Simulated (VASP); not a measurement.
BN, 4 atoms in the cell. Symmetry: P6_3mc, No. 186, hexagonal system. The conventional cell has a = 2.582 Å, b = 2.582 Å, c = 4.082 Å, α = 90.00°, β = 90.00°, γ = 120.00°. B (site symmetry 3m) has 4 N at 1.53 to 1.58 Å within 2.0 Å. N (site symmetry 3m) has 4 B at 1.53 to 1.58 Å within 2.0 Å.  This cell differs from its parent crystal: strain +0.015 along x and y, -0.030 along z.

```yaml
Program: VASP 6.6.1
Task: single point
Functional: r2SCAN
Potentials_or_basis: VASP PAW PBE potentials, release 64 (B_h, N_h)
Cutoff: 1460 eV
k_mesh: 12 × 12 × 6
Occupations: gaussian, width 0.05 eV
Spin: no spin polarisation
Dipole_correction: no
Further_INCAR_settings: ALGO = Normal; EDIFF = 1e-06; NBANDS = 16
```

Potentials or basis: VASP PAW PBE potentials, release 64 (B_h, N_h).

Command:

```sh
$ cat potpaw_PBE.64/B_h/POTCAR potpaw_PBE.64/N_h/POTCAR > POTCAR
$ cp INCAR.step1 INCAR
$ mpirun -np 1 vasp_std > vasp.out
$ cp INCAR.step2 INCAR
$ mpirun -np 1 vasp_std > vasp.out
```

Hardware: 1 thread of Intel(R) Xeon(R) Platinum 8488C (Sapphire Rapids) (shared host).

**Question.** How long does it take, and how much memory?

**Answer.** Wall time 3.2 min on 1 thread of Intel(R) Xeon(R) Platinum 8488C (Sapphire Rapids) (shared host), peak memory 0.3 GiB. Counts: k points 76.
